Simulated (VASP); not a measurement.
Crystal: Fe.

```
CELL_PARAMETERS angstrom
0.00000 1.94174 1.96511
1.49844 0.00000 1.96511
1.49844 1.94174 0.00000
ATOMIC_POSITIONS crystal
Fe 0.00000 0.00000 0.00000
```

- Program: VASP 6.6.1
- Task: relaxation of cell and atoms
- Functional: PBEsol
- Potentials or basis: VASP PAW PBE potentials, release 64 (Fe)
- Cutoff: 600 eV
- k mesh: 8 × 8 × 8
- Occupations: gaussian, width 0.1 eV
- Spin: collinear spin, ferromagnetic start
- Starting moments: [2.52] μB

At the start: pressure -8.3 GPa; volume 11.44 Å³/atom.

Q: Where does the relaxation end?

A: Over 8 steps the energy falls by 40.3 meV/atom and the volume is 10.74 Å³/atom (-6.0 %); space group Im-3m (No. 229, to 0.05 Å); moment 2.00 μB per cell.

Step by step:
```
step  energy change (eV)  largest force (eV/Å)  pressure (GPa)  volume (Å³)
   1              0.0000                0.0000           -8.33        11.44
   2             -0.0221                0.0000            7.16        10.48
   3             -0.0251                0.0000            1.44        10.71
   4             -0.0252                0.0000            2.03        10.68
   5             -0.0372                0.0000            3.05        10.62
   6             -0.0385                0.0000            3.79        10.59
   7             -0.0358                0.0000           -5.48        10.99
   8             -0.0403                0.0000           -0.02        10.74
```

Final structure:
```cif
data_structure
_symmetry_space_group_name_H-M 'P 1'
_symmetry_Int_Tables_number 1
_cell_length_a 2.7805
_cell_length_b 2.4054
_cell_length_c 2.4101
_cell_angle_alpha 70.536
_cell_angle_beta 54.653
_cell_angle_gamma 54.810
_cell_volume 10.74
loop_
_atom_site_label
_atom_site_type_symbol
_atom_site_fract_x
_atom_site_fract_y
_atom_site_fract_z
_atom_site_occupancy
Fe1 Fe 0.00000 0.00000 0.00000 1
```

Caveat: the k points lie up to 0.40 Å⁻¹ apart in the final cell; the PAW data sets were made with another functional, which shifts forces and pressure a little.
